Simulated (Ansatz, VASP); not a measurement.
**Si2S3 in VASP and in Ansatz**

File INCAR:

```
ALGO = Normal ; EDIFF = 1E-7
EDIFFG = -0.04 ; ENCUT = 600
GGA = PE ; IBRION = 2
ISIF = 3 ; ISMEAR = 0
LASPH = True ; LCHARG = False
LREAL = False ; LWAVE = False
NELM = 100 ; NSW = 90
PREC = Accurate ; SIGMA = 0.1
```

File KPOINTS:

```
k-points
0
Gamma
  6 6 6
```

The input POSCAR:

```
Si2S3
1.0
    1.8037439460      1.0413920528      8.3612681490
   -1.8037439460      1.0413920528      8.3612681490
    0.0000000000     -2.0827841055      8.3612681490
Si S
2 3
Direct
    0.4000000000      0.4000000000      0.4000000000
    0.6000000000      0.6000000000      0.6000000000
    0.0000000000      0.0000000000      0.0000000000
    0.2095000000      0.2095000000      0.2095000000
    0.7905000000      0.7905000000      0.7905000000
```

Input for Ansatz:

```yaml
crystal:
  lattice:
    - [1.803743946, 1.0413920528, 8.361268149]
    - [-1.803743946, 1.0413920528, 8.361268149]
    - [0.0, -2.0827841055, 8.361268149]
  atoms:
    - { symbol: Si, position: [0.4, 0.4, 0.4] }
    - { symbol: Si, position: [0.6, 0.6, 0.6] }
    - { symbol: S, position: [0.0, 0.0, 0.0] }
    - { symbol: S, position: [0.2095, 0.2095, 0.2095] }
    - { symbol: S, position: [0.7905, 0.7905, 0.7905] }
basis:
  ecutwfc: 420
kpoints:
  mp_grid: { grid: [6, 6, 6] }
hamiltonian:
  xc: pbe
scf:
  occupations: { method: gaussian, width: 0.1 }
  lower_state_search: "off"
output:
  forces: true
  stress: true
  eigenvalues: true
relax:
  adjacent_minimum: "off"
  f_tol: 0.04
  max_steps: 70
  cell: { stress_tol: 0.4 }
```

Alike in both runs: task relaxation of cell and atoms; functional PBE; k mesh 6 × 6 × 6; occupations gaussian, width 0.1 eV; no spin polarisation.

```csv
,VASP,Ansatz
version,VASP 6.6.1,Ansatz 0.2.0
potentials or method,"VASP PAW PBE potentials, release 64 (Si, S), cutoff 600 eV","scalar-relativistic, plane waves, PAW"
valence electrons in the cell,26,26
```

|  | VASP | Ansatz | Ansatz less VASP |
| --- | --- | --- | --- |
| gap on the k mesh at the Fermi level, each at its own relaxed structure (eV) | none | none | - |
| relaxed volume (Å³/atom) | 19.02 | 19.11 | +0.094 |
| relaxed cell length with the largest relative difference (Å) | 9.354 | 9.396 | +0.0414 |

A gap of «none» marks a metal or a gap that the smearing closes.
